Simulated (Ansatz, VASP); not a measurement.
# H6C2O in VASP and in Ansatz

```xyz
36
Lattice="7.2936 0.0000 0.0000 0.0000 7.2936 0.0000 0.0000 0.0000 7.2936" Properties=species:S:1:pos:R:3 pbc="T T T"
C     3.3650    6.0458    6.9626
C     2.2832    6.9493    7.4943
C     5.7229    2.7717    1.1019
C     5.0425    3.4564    2.2593
C     1.8677    3.4405    4.5856
C     1.6141    4.7323    3.8426
C     6.5548    6.3181    5.5687
C     6.4328    7.7404    6.0412
O     2.1169    7.9956    6.5422
O     5.2272    2.6135    3.3839
O     0.4028    4.5737    3.1110
O     5.1755    8.2367    5.5905
H     1.4061    8.5760    6.8643
H     1.3407    6.3802    7.6286
H     2.5723    7.3650    8.4760
H     3.5739    5.2242    7.6617
H     3.0620    5.6237    5.9952
H     4.2707    6.6388    6.7990
H     4.7948    3.0379    4.1408
H     5.4887    4.4483    2.4397
H     3.9644    3.5952    2.0534
H     5.6267    3.3728    0.1881
H     6.7903    2.6376    1.3286
H     5.2690    1.7853    0.9362
H     0.2084    5.4156    2.6658
H     1.5215    5.5709    4.5529
H     2.4500    4.9713    3.1627
H     2.7827    3.5113    5.1890
H     1.0297    3.2177    5.2612
H     1.9746    2.6036    3.8830
H     5.1249    9.1652    5.8704
H     6.4934    7.7792    7.1496
H     7.2666    8.3358    5.6182
H     7.4703    5.8617    5.9635
H     5.6978    5.7216    5.9024
H     6.5862    6.2882    4.4738
```

Alike in both runs: functional PBEsol; k mesh 1 × 1 × 1; occupations fermi-dirac, width 0.05 eV; no spin polarisation.

Ansatz relaxed the structure, and its values are those at the end. VASP's run is a single point on that final structure, the one shown.

|  | VASP | Ansatz |
| --- | --- | --- |
| version | VASP 6.6.1 | Ansatz 0.2.0 |
| potentials or method | VASP PAW PBE potentials, release 64 (C_h, O_h, H_h), cutoff 1000 eV | scalar-relativistic, plane waves, PAW |
| valence electrons in the cell | 80 | 80 |

VASP gave:

```
rms of the force components (eV/Å) : 0.097
```

Question: Which values does Ansatz return?

Answer: rms of the force components (eV/Å): 0.098.

VASP's potentials were made for PBE, not for PBEsol.
